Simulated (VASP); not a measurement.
SiNi, 8 atoms in the cell. It takes space group Pnma (No. 62, orthorhombic). The conventional cell has a = 5.088 Å, b = 3.341 Å, c = 5.528 Å, α = 90.00°, β = 90.00°, γ = 90.00°. Si (site symmetry m) has 6 Ni at 2.26 to 2.37 Å and 2 Si at 2.65 Å within 3.0 Å. Within 3.0 Å of Ni (site symmetry m) lie 6 Si at 2.26 to 2.37 Å and 4 Ni at 2.64 to 2.66 Å.  This cell differs from its parent crystal: strain -0.0050 x Voigt [0, 1, 0, 0, 0, 0].

| Property | Result |
| --- | --- |
| Program | VASP 6.6.1 |
| Task | single point |
| Functional | PBEsol |
| Potentials or basis | VASP PAW PBE potentials, release 64 (Si, Ni) |
| Cutoff | 520 eV |
| k mesh | 8 × 12 × 8 |
| Occupations | gaussian, width 0.15 eV |
| Spin | no spin polarisation |
| Dipole correction | no |
| Further INCAR settings | ALGO = Fast; EDIFF = 1e-07; NBANDS = 38 |

Potentials or basis: VASP PAW PBE potentials, release 64 (Si, Ni).

Launch:

```sh
$ cat potpaw_PBE.64/Si/POTCAR potpaw_PBE.64/Ni/POTCAR > POTCAR
$ mpirun -np 1 vasp_std > vasp.out
```

Hardware: 1 thread of Oxide Virtual Turin-like Processor (shared host).

**Question.** Estimate the wall time of this run.

**Answer.** Wall time 21 min on 1 thread of Oxide Virtual Turin-like Processor, on a shared host, peak memory 0.52 GiB. Counts: scf iterations 24, k points 175.
